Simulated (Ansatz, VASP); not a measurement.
# One calculation of Ag, two programs

The input INCAR:

```
SYSTEM = Ag
PREC = Accurate ; ENCUT = 520
EDIFF = 1E-6 ; ISMEAR = 0
SIGMA = 0.15 ; LREAL = .False.
LASPH = .True. ; NELM = 60
ALGO = Fast ; ISIF = 2
LWAVE = .False. ; LCHARG = .False.
GGA = PS ; NBANDS = 54
```

File KPOINTS:

```
Automatic mesh
0
Gamma
  19 19 3
  0 0 0
```

File POSCAR:

```
Ag
1.0
   -2.8709531720      0.0000000000      0.0000000000
   -1.4354765860     -2.4863183800      0.0000000000
    0.0000000000      0.0000000000     19.6761177600
Ag
8
Direct
    0.3333333333      0.3333333333      0.0593235604
    0.3333333333      0.3333333333      0.5339120434
    0.6666666667      0.6666666667      0.2966178019
    0.6666666667      0.6666666667      0.7712062850
    1.0000000000      1.0000000000      0.4152649227
    1.0000000000      1.0000000000      0.8898534057
    0.0000000000      0.0000000000      0.1779706811
    0.0000000000      0.0000000000      0.6525591642
```

Input for Ansatz:

```yaml
crystal:
  lattice:
    - [-2.870953172, 0.0, 0.0]
    - [-1.435476586, -2.48631838, 0.0]
    - [0.0, 0.0, 19.67611776]
  atoms:
    - { symbol: Ag, position: [0.3333333333, 0.3333333333, 0.0593235604] }
    - { symbol: Ag, position: [0.3333333333, 0.3333333333, 0.5339120434] }
    - { symbol: Ag, position: [0.6666666667, 0.6666666667, 0.2966178019] }
    - { symbol: Ag, position: [0.6666666667, 0.6666666667, 0.771206285] }
    - { symbol: Ag, position: [1.0, 1.0, 0.4152649227] }
    - { symbol: Ag, position: [1.0, 1.0, 0.8898534057] }
    - { symbol: Ag, position: [0.0, 0.0, 0.1779706811] }
    - { symbol: Ag, position: [0.0, 0.0, 0.6525591642] }
basis:
  ecutwfc: 420
kpoints:
  mp_grid: { grid: [19, 19, 3] }
hamiltonian:
  xc: pbesol
scf:
  occupations: { method: gaussian, width: 0.15 }
output:
  forces: true
  stress: true
  eigenvalues: true
  write_density: true
  write_potential: true
  elf: true
  volumetric_format: npy
```

Alike in both runs: task single point; functional PBEsol; k mesh 19 × 19 × 3; occupations gaussian, width 0.15 eV; no spin polarisation.

|  | VASP | Ansatz |
| --- | --- | --- |
| version | VASP 6.6.1 | Ansatz 0.2.0 |
| potentials or method | VASP PAW PBE potentials, release 64 (Ag), cutoff 520 eV | scalar-relativistic, plane waves, PAW |
| valence electrons in the cell | 88 | 152 |

Ansatz gave:

* gap on the k mesh at the Fermi level (eV): none
* pressure (GPa): -1.7
* traceless stress, the component that is largest in VASP (GPa): 0.05
* rms of the force components (eV/Å): 0.134

Task: Which values does VASP return?

Result: gap on the k mesh at the Fermi level (eV): none; pressure (GPa): -1.8; traceless stress, the component that is largest in VASP (GPa): 0.05; rms of the force components (eV/Å): 0.131.

VASP's potentials were made for PBE, not for PBEsol. Atom by atom the forces differ by 0.003 eV/Å (rms over components). A gap of «none» marks a metal or a gap that the smearing closes. The functional is the same, so the differences come from potentials, cutoffs and numerics. VASP's potentials hold 88 valence electrons a cell and Ansatz's 152, so a difference there can come from the potentials and not from the codes.
